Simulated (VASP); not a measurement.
Wanted: the native input for a VASP 6.6.1 run.

```yaml
Task: single point
Functional: r2SCAN
Potentials_or_basis: VASP PAW PBE potentials, release 64 (Cd, As, Ge_d)
Cutoff: 550 eV
k_mesh: 6 × 6 × 4
Occupations: fermi-dirac, width 0.02 eV
Spin: no spin polarisation
Dipole_correction: no
Further_INCAR_settings: ALGO = Normal; EDIFF = 1e-06; NBANDS = 26
```

CdGeAs2:

```
Cd As Ge
1.0
     4.07637    0.00000    0.00000
     0.00000    4.07637    0.00000
     0.00000    0.00000    6.11832
Cd As Ge
1 2 1
Direct
  0.00000 0.00000 0.00000
  0.00000 0.50000 0.26723
  0.50000 0.00000 0.73277
  0.50000 0.50000 0.50000
```

One way to write it, as run:

POSCAR

```
CdGeAs2
1.0
    4.0763717154      0.0000000000      0.0000000000
    0.0000000000      4.0763717154      0.0000000000
    0.0000000000      0.0000000000      6.1183213173
Cd As Ge
1 2 1
Direct
    0.0000000000      0.0000000000      0.0000000000
    0.0000000000      0.5000000000      0.2672334420
    0.5000000000      0.0000000000      0.7327665580
    0.5000000000      0.5000000000      0.5000000000
```

INCAR.step1

```
ALGO = Normal ; EDIFF = 1E-5
ENCUT = 550 ; GGA = PE
GGA_COMPAT = F ; ISMEAR = -1
LASPH = T ; LCHARG = F
LREAL = F ; LWAVE = T
NBANDS = 26 ; NELM = 120
PREC = Accurate ; SIGMA = 0.02
```

INCAR.step2

```
ALGO = Normal ; EDIFF = 1E-6
ENCUT = 550 ; GGA_COMPAT = F
ISIF = 2 ; ISMEAR = -1
ISTART = 1 ; LASPH = T
LCHARG = T ; LELF = T
LMIXTAU = T ; LREAL = F
LVHAR = T ; LWAVE = F
METAGGA = R2SCAN ; NBANDS = 26
NELM = 120 ; PREC = Accurate
SIGMA = 0.02
```

KPOINTS

```
k-points
0
Gamma
  6 6 4
```

Potentials or basis: VASP PAW PBE potentials, release 64 (Cd, As, Ge_d).

The run is started by

```sh
$ cat potpaw_PBE.64/Cd/POTCAR potpaw_PBE.64/As/POTCAR potpaw_PBE.64/Ge_d/POTCAR > POTCAR
$ cp INCAR.step1 INCAR
$ mpirun -np 1 vasp_std > vasp.out
$ cp INCAR.step2 INCAR
$ mpirun -np 1 vasp_std > vasp.out
```

It gave:

- Pressure: 0.1 GPa
- Largest force: 0.010 eV/Å
- Band gap on the k mesh: zero (bands 18 and 19 overlap by 0.30 eV)

Caveat: the PAW data sets were made with another functional, which shifts forces and pressure a little.

Run time: 3.8 min on 1 thread of Intel(R) Xeon(R) Platinum 8259CL CPU @ 2.50GHz (Skylake/Cascade Lake) (shared host), peak memory 0.28 GiB.
